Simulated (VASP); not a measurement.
Wanted: the native input for a VASP 6.6.1 run.

- Task: single point
- Functional: PBE
- Potentials or basis: VASP PAW PBE potentials, release 64 (B, N)
- Cutoff: 520 eV
- k mesh: 12 × 12 × 6
- Occupations: fermi-dirac, width 0.1 eV
- Spin: no spin polarisation
- Dipole correction: no
- Further INCAR settings: ALGO = Normal; EDIFF = 1e-06; NBANDS = 16

The structure of BN lies in POSCAR:

```
BN
1.0
    2.5360000000      0.0000000000      0.0000000000
   -1.2680000000      2.1962400000      0.0000000000
    0.0000000000      0.0000000000      4.1990000000
B N
2 2
Direct
    0.6439004845      0.2878009689      0.0000000000
    0.3333333333      0.6666666667      0.5000000000
    0.6666666667      0.3333333333      0.3750000000
    0.3333333333      0.6666666667      0.8750000000
```

One way to write it, as run:

INCAR

```
PREC = Accurate ; ENCUT = 520
EDIFF = 1E-6 ; ISMEAR = -1
SIGMA = 0.1 ; LREAL = F
LASPH = T ; NELM = 100
ALGO = Normal ; ISIF = 2
LWAVE = F ; LCHARG = T
GGA = PE ; LELF = T
LVHAR = T ; NBANDS = 16
```

KPOINTS

```
Automatic mesh
0
Gamma
  12 12 6
```

Potentials or basis: VASP PAW PBE potentials, release 64 (B, N).

Command:

```bash
$ cat potpaw_PBE.64/B/POTCAR potpaw_PBE.64/N/POTCAR > POTCAR
$ mpirun -np 1 vasp_std > vasp.out
```

Results of the run:

The pressure is 10.0 GPa and the largest force is 2.988 eV/Å. The band gap on the k mesh is 4.76 eV, indirect (least direct gap 7.57 eV).

Caveat: forces of over 1 eV/Å act on the atoms, so gaps and moduli don't describe the material at rest.

Wall time 46 s on 1 thread of Intel(R) Xeon(R) Platinum 8559C (Emerald Rapids) (shared host), peak memory 0.19 GiB.
